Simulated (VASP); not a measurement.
# Os (P6_3/mmc) in VASP: a series of runs

Runs on Os. Level: BLYP. Tasks: single point.

All numbers are computed with VASP 6.6.1; they aren't measurements. Logs are shortened: lines on timing, memory, paths and dates and some standing lists are left out, and cuts for length are marked.

### 1 The cell of the first run

The structure is hexagonal, space group P6_3/mmc (No. 194). The conventional cell has a = 2.798 Å, b = 2.798 Å, c = 4.398 Å, α = 90.00°, β = 90.00°, γ = 120.00°. Within 3.6 Å of Os (site symmetry -6m2) lie 12 Os at 2.73 to 2.80 Å.

### 2 Single point, BLYP

INCAR reads:

```
SYSTEM = Os
PREC = Accurate
ENCUT = 600
EDIFF = 1E-6
ISMEAR = -1
SIGMA = 0.1
LREAL = .False.
LASPH = .True.
NELM = 120
ALGO = Normal
ISIF = 2
LWAVE = .False.
LCHARG = .False.
GGA = B5
ALDAX = 1.0
AGGAX = 1.0
AGGAC = 1.0
ALDAC = 0.0
NBANDS = 15
GGA_COMPAT = .False.
```

KPOINTS reads:

```
Automatic mesh
0
Gamma
  7 7 4
  0 0 0
```

POSCAR reads:

```
Os
1.0
    2.7979514782      0.0000000000      0.0000000000
   -1.3989757391      2.4230970587      0.0000000000
    0.0000000000      0.0000000000      4.3983000373
Os
2
Direct
    0.3333333333      0.6666666667      0.2500000000
    0.6666666667      0.3333333333      0.7500000000
```

Potentials or basis: VASP PAW PBE potentials, release 64 (Os).

On the command line:

```sh
$ cat potpaw_PBE.64/Os/POTCAR > POTCAR
$ mpirun -np 1 vasp_std > vasp.out
```

OUTCAR:

```text
SYSTEM = Os
   PREC = Accurate
   ENCUT = 600
   EDIFF = 1E-6
   ISMEAR = -1
   LREAL = .False.
   LASPH = .True.
   NELM = 120
   ISIF = 2
   GGA = B5

 ion  position               nearest neighbor table
   1  0.333  0.667  0.250-   2 2.73   2 2.73   2 2.73   2 2.73   2 2.73   2 2.73
   2  0.667  0.333  0.750-   1 2.73   1 2.73   1 2.73   1 2.73   1 2.73   1 2.73

  LATTYP: Found a hexagonal cell.
 ALAT       =     2.7979514782
 C/A-ratio  =     1.5719715197

  Lattice vectors:

 A1 = (   2.7979514782,   0.0000000000,   0.0000000000)
 A2 = (  -1.3989757391,   2.4230970587,   0.0000000000)
 A3 = (   0.0000000000,   0.0000000000,   4.3983000373)

Analysis of symmetry for initial positions (statically):
=====================================================================
 Subroutine PRICEL returns:
 Original cell was already a primitive cell.

 Routine SETGRP: Setting up the symmetry group for a
 hexagonal supercell.

 Subroutine GETGRP returns: Found 24 space group operations
 (whereof 12 operations were pure point group operations)
 out of a pool of 24 trial point group operations.

The static configuration has the point symmetry D_3d.
 The point group associated with its full space group is D_6h.

Analysis of symmetry for dynamics (positions and initial velocities):
=====================================================================
 Subroutine PRICEL returns:
 Original cell was already a primitive cell.

 Routine SETGRP: Setting up the symmetry group for a
 hexagonal supercell.

 Subroutine GETGRP returns: Found 24 space group operations
 (whereof 12 operations were pure point group operations)
 out of a pool of 24 trial point group operations.

The dynamic configuration has the point symmetry D_3d.
 The point group associated with its full space group is D_6h.

 Subroutine INISYM returns: Found 24 space group operations
 (whereof 12 operations are pure point group operations),
 and found     1 'primitive' translations

----------------------------------------------------------------------------------------

                                     Primitive cell

  volume of cell :      29.8192

  direct lattice vectors                    reciprocal lattice vectors
     2.797951478  0.000000000  0.000000000     0.357404339  0.206347492  0.000000000
    -1.398975739  2.423097059  0.000000000     0.000000000  0.412694983  0.000000000
     0.000000000  0.000000000  4.398300037     0.000000000  0.000000000  0.227360569

  length of vectors
     2.797951478  2.797951478  4.398300037     0.412694983  0.412694983  0.227360569

  position of ions in fractional coordinates (direct lattice)
     0.333333333  0.666666667  0.250000000
     0.666666667  0.333333333  0.750000000

  ion indices of the primitive-cell ions
   primitive index   ion index
                 1           1
                 2           2

----------------------------------------------------------------------------------------

 KPOINTS: Automatic mesh

Automatic generation of k-mesh.
 Grid dimensions read from file:
 generate k-points for:    7    7    4

 Generating k-lattice:

  Cartesian coordinates                     Fractional coordinates (reciprocal lattice)
     0.051057763  0.029478213  0.000000000     0.142857143  0.000000000  0.000000000
     0.000000000  0.058956426  0.000000000     0.000000000  0.142857143  0.000000000
     0.000000000  0.000000000  0.056840142     0.000000000  0.000000000  0.250000000

  Length of vectors
     0.058956426  0.058956426  0.056840142

  Shift w.r.t. Gamma in fractional coordinates (k-lattice)
     0.000000000  0.000000000  0.000000000

 Subroutine IBZKPT returns following result:
 ===========================================

 Found     24 irreducible k-points:

 Following reciprocal coordinates:
            Coordinates               Weight
  0.000000  0.000000  0.000000      1.000000
  0.142857 -0.000000  0.000000      6.000000
  0.285714  0.000000  0.000000      6.000000
  0.428571 -0.000000  0.000000      6.000000
  0.142857  0.142857  0.000000      6.000000
  0.285714  0.142857  0.000000     12.000000
[... 16 lines left out ...]
  0.428571  0.142857  0.500000      6.000000
  0.285714  0.285714  0.500000      6.000000
   k-points           NKPTS =     24   k-points in BZ     NKDIM =     24   number of bands    NBANDS=     15
   number of dos      NEDOS =    301   number of ions     NIONS =      2
   total plane-waves  NPLWV =  20736
   dimension x,y,z NGX =    24 NGY =   24 NGZ =   36
   dimension x,y,z NGXF=    48 NGYF=   48 NGZF=   72
   ions per type =               2
   NGX,Y,Z   is equivalent  to a cutoff of  14.26, 14.26, 13.61 a.u.
   NGXF,Y,Z  is equivalent  to a cutoff of  28.52, 28.52, 27.21 a.u.
 SYSTEM =  Os
   PREC   = accura    normal or accurate (medium, high low for compatibility)
   ISTART =      0    job   : 0-new  1-cont  2-samecut
   ICHARG =      2    charge: 1-file 2-atom 10-const
   ISPIN  =      1    spin polarized calculation?
   LNONCOLLINEAR =      F non collinear calculations
   LSORBIT =      F    spin-orbit coupling
   LASPH  =      T    aspherical Exc in radial PAW
   ENCUT  =  600.0 eV  44.10 Ry    6.64 a.u.   5.59  5.59  8.78*2*pi/ulx,y,z
   NELM   =    120;   NELMIN=  2; NELMDL= -5     # of ELM steps
   EDIFF  = 0.1E-05   stopping-criterion for ELM
   LREAL  =      F    real-space projection
   EDIFFG = 0.1E-04   stopping-criterion for IOM
   NSW    =      0    number of steps for IOM
   IBRION =     -1    ionic relax: 0-MD 1-quasi-New 2-CG
   NFREE  =      0    steps in history (QN), initial steepest desc. (CG)
   ISIF   =      2    stress and relaxation
   ISYM   =      2    0-nonsym 1-usesym 2-fastsym
   POTIM  = 0.5000    time-step for ionic-motion
   TEBEG  =    0.0;   TEEND  =   0.0 temperature during run
   PSTRESS=    0.0 pullay stress
   NELECT =      16.0000    total number of electrons
   NUPDOWN=      -1.0000    fix difference up-down
   EMIN   =  10.00;   EMAX   =-10.00  energy-range for DOS
   EFERMI =   0.00;   METHOD = LEGACY
   ISMEAR =    -1;   SIGMA  =   0.10  broadening in eV -4-tet -1-fermi 0-gaus
   EFERMI_NEDOS =   21; number of points for ismear=-14 and -15
   IALGO  =     38    algorithm
   IMIX   =      4    mixing-type and parameters
     AMIX     =   0.40;   BMIX     =  1.00
     AMIX_MAG =   1.60;   BMIX_MAG =  1.00
  volume/ion in A,a.u.               =      14.91       100.61
  Fermi-wavevector in a.u.,A,eV,Ry     =   1.330300  2.513902 24.078199  1.769698
  Thomas-Fermi vector in A             =   2.459397
   LORBIT       =      0    0 simple, 1 ext, 2 COOP (PROOUT), +10 PAW based schemes
   GGA     = B5    functional components
   LHFCALC =     F    Hartree Fock is set to
   AEXX    =    0.0000 exact exchange contribution
   IVDW    =     0    specifies the selected vdW correction
   LEPSILON=     F    determine dielectric tensor
   LRPA    =     F    only Hartree local field effects (RPA)
 non-spin polarized calculation
  energy-cutoff  :      600.00
  volume of cell :       29.82
 maximum number of plane-waves:      1020
 NGX is ok and might be reduce to    24
   NGX = 11   NGY = 11   NGZ = 17

 number of electron      15.9999998 magnetization

 Free energy of the ion-electron system (eV)
  ---------------------------------------------------
  ext. energy  EPLUGINS =         0.00000000
  ---------------------------------------------------
  free energy    TOTEN  =       -19.27823518 eV

  energy without entropy =      -19.20802523  energy(sigma->0) =      -19.24313020

 E-fermi :   9.1218     XC(G=0): -12.9877

 val. band max:        9.0865124756   @ k =   0.2857   0.1429   0.2500
 cond. band min:       9.1486856173   @ k =   0.2857   0.0000   0.2500
 fundamental gap:      0.0621731416
 Fermi energy:         9.1218329676

 k-point     1 :       0.0000    0.0000    0.0000
  band No.  band energies     occupation
      1      -1.0544      2.00000
      2       1.9950      2.00000
      3       6.3355      2.00000
      4       6.3355      2.00000
      5       6.5873      2.00000
      6       7.0941      2.00000
      7       7.0941      2.00000
      8       7.6065      2.00000
      9       7.6065      2.00000
     10       9.5207      0.03639
     11      10.6236      0.00000
     12      10.6236      0.00000
     13      17.5518      0.00000
     14      23.5073      0.00000
     15      26.1142      0.00000

 k-point     2 :       0.1429   -0.0000    0.0000
  band No.  band energies     occupation
      1      -0.3112      2.00000
      2       2.6107      2.00000
      3       5.4890      2.00000
      4       6.5617      2.00000
      5       6.6936      2.00000
      6       6.9877      2.00000
      7       7.1562      2.00000
      8       7.4055      2.00000
      9       7.6973      2.00000
     10       7.8880      1.99999
     11      10.9164      0.00000
     12      13.5770      0.00000
     13      17.4421      0.00000
     14      24.6919      0.00000
     15      26.8506      0.00000

 k-point     3 :       0.2857    0.0000    0.0000
  band No.  band energies     occupation
      1       1.4322      2.00000
      2       3.1725      2.00000
      3       4.5586      2.00000
      4       5.2963      2.00000
      5       6.3836      2.00000
      6       6.4483      2.00000
      7       7.2344      2.00000
      8       8.7347      1.95921
      9       8.9481      1.70079
     10       9.2842      0.32948
     11      11.3244      0.00000
     12      17.0843      0.00000
     13      17.1907      0.00000
     14      21.2692      0.00000
     15      24.2641      0.00000

 k-point     4 :       0.4286   -0.0000    0.0000
  band No.  band energies     occupation
      1       2.5216      2.00000
      2       2.7188      2.00000
      3       3.4296      2.00000
      4       5.8882      2.00000
      5       6.2628      2.00000
      6       6.8614      2.00000
      7       7.2947      2.00000
      8      10.5782      0.00000
      9      11.0475      0.00000
     10      11.5199      0.00000
     11      11.7470      0.00000
     12      16.1501      0.00000
     13      17.5694      0.00000
     14      20.0660      0.00000
     15      21.1487      0.00000
[... 307 lines left out ...]
 k-point    22 :       0.2857    0.1429    0.5000
  band No.  band energies     occupation
      1       2.9179      2.00000
      2       2.9179      2.00000
      3       4.8063      2.00000
      4       4.8063      2.00000
      5       6.4353      2.00000
      6       6.4353      2.00000
      7       7.7551      2.00000
      8       7.7551      2.00000
      9      11.0865      0.00000
     10      11.0865      0.00000
     11      12.0095      0.00000
     12      12.0095      0.00000
     13      20.5358      0.00000
     14      20.5358      0.00000
     15      24.5616      0.00000

 k-point    23 :       0.4286    0.1429    0.5000
  band No.  band energies     occupation
      1       2.7834      2.00000
      2       2.7834      2.00000
      3       4.5949      2.00000
      4       4.5949      2.00000
      5       6.8452      2.00000
      6       6.8452      2.00000
      7       8.7006      1.97081
      8       8.7006      1.97081
      9      10.9010      0.00000
     10      10.9010      0.00000
     11      13.9714      0.00000
     12      13.9714      0.00000
     13      17.7457      0.00000
     14      17.7457      0.00000
     15      23.4385      0.00000

 k-point    24 :       0.2857    0.2857    0.5000
  band No.  band energies     occupation
      1       3.4956      2.00000
      2       3.4956      2.00000
      3       4.9131      2.00000
      4       4.9131      2.00000
      5       6.0149      2.00000
      6       6.0149      2.00000
      7       7.7861      2.00000
      8       7.7861      2.00000
      9      10.8295      0.00000
     10      10.8295      0.00000
     11      15.3941      0.00000
     12      15.3941      0.00000
     13      18.6046      0.00000
     14      18.6046      0.00000
     15      21.0546      0.00000

------------------------ aborting loop because EDIFF is reached ----------------------------------------

  FORCE on cell =-STRESS in cart. coord.  units (eV):
  Direction    XX          YY          ZZ          XY          YZ          ZX
  --------------------------------------------------------------------------------------
  -------------------------------------------------------------------------------------
  Total        0.9467456      0.9467456     -0.0358153      0.0000000     -0.0000000      0.0000000
  in kB       50.8683927     50.8683927     -1.9243467      0.0000000     -0.0000000      0.0000000
  external PRESSURE =      33.2708129 kB  Pullay stress =       0.0000000 kB

 VOLUME and BASIS-vectors are now :
 -----------------------------------------------------------------------------
  energy-cutoff  :      600.00
  volume of cell :       29.82
      direct lattice vectors                 reciprocal lattice vectors
     2.797951478  0.000000000  0.000000000     0.357404339  0.206347492  0.000000000
    -1.398975739  2.423097059  0.000000000     0.000000000  0.412694983  0.000000000
     0.000000000  0.000000000  4.398300037     0.000000000  0.000000000  0.227360569

 POSITION                                       TOTAL-FORCE (eV/Angst)
 -----------------------------------------------------------------------------------
     -0.00000      1.61540      1.09958        -0.000000      0.000000      0.000000
      1.39898      0.80770      3.29873         0.000000      0.000000      0.000000
 -----------------------------------------------------------------------------------
    total drift:                               -0.000000      0.000000     -0.000000

  FREE ENERGIE OF THE ION-ELECTRON SYSTEM (eV)
  ---------------------------------------------------
  free  energy   TOTEN  =       -19.2782351795 eV

  energy  without entropy=      -19.2080252297  energy(sigma->0) =      -19.24313020
```

It took 17 s on 1 thread of Intel Xeon 8259CL, shared host; peak memory 0.15 GiB.

What came out:

```
Free energy            : -19.2782 eV
Pressure               : 3.3 GPa
Band gap on the k mesh : zero (bands 8 and 9 overlap by 3.12 eV)
```

Caveat: the k points lie up to 0.37 Å⁻¹ apart, too coarse for converged energies and pressures of a metal; the PAW data sets were made with another functional, which shifts forces and pressure a little; spin-orbit coupling is left out, which moves the levels of the heavy elements.

### 3 Single point, BLYP (13.12 Å³/atom)

This run uses another cell than the first one, of 13.12 Å³/atom.

INCAR reads:

```
SYSTEM = Os
AGGAC = 1.0
AGGAX = 1.0
ALDAC = 0.0
ALDAX = 1.0
ALGO = Normal
EDIFF = 1E-6
ENCUT = 560
GGA = B5
GGA_COMPAT = .FALSE.
ISIF = 2
ISMEAR = -1
LASPH = .TRUE.
LCHARG = .FALSE.
LREAL = .FALSE.
LWAVE = .FALSE.
NBANDS = 23
NELM = 120
PREC = Accurate
SIGMA = 0.1
```

KPOINTS reads:

```
k-points
0
G
  21 21 12
  0 0 0
```

POSCAR reads:

```
Os
1.0
    2.6812320540      0.0000000000      0.0000000000
   -1.3406160270      2.3220150722      0.0000000000
    0.0000000000      0.0000000000      4.2148204273
Os
2
Direct
    0.3333333333      0.6666666667      0.2500000000
    0.6666666667      0.3333333333      0.7500000000
```

Potentials or basis: VASP PAW PBE potentials, release 64 (Os_sv_GW).

On the command line:

```sh
$ cat potpaw_PBE.64/Os_sv_GW/POTCAR > POTCAR
$ mpirun -np 1 vasp_std > vasp.out
```

Wall time 72 s (1 thread of Intel Xeon 6975P-C (Granite Rapids), shared host); peak memory 0.31 GiB.

The run converged. Its results:

```yaml
Free_energy: -20.9576 eV
Pressure: 61.0 GPa
Band_gap_on_the_k_mesh: zero (bands 16 and 17 overlap by 4.32 eV)
```

Stress tensor (GPa, compression positive):
```
58.97  0.00  0.00
 0.00 58.97  0.00
 0.00  0.00 65.10
```

Levels at points of the mesh, in eV from the Fermi level:
| k point | band 13 | band 14 | band 15 | band 16 | band 17 | band 18 | band 19 | band 20 |
| --- | --- | --- | --- | --- | --- | --- | --- | --- |
| (0.00, 0.00, 0.00) | -3.06 | -2.48 | -2.48 | -1.83 | -1.83 | 0.49 | 1.79 | 1.79 |
| (0.00, 0.00, 0.50) | -3.64 | -3.64 | -3.64 | -3.64 | 0.95 | 0.95 | 0.95 | 0.95 |

Caveat: the stress differs along the axes, from 59 to 65 GPa; the PAW data sets were made with another functional, which shifts forces and pressure a little; spin-orbit coupling is left out, which moves the levels of the heavy elements.

The gap in the log of VASP goes by the Fermi energy; the results here count the filled bands.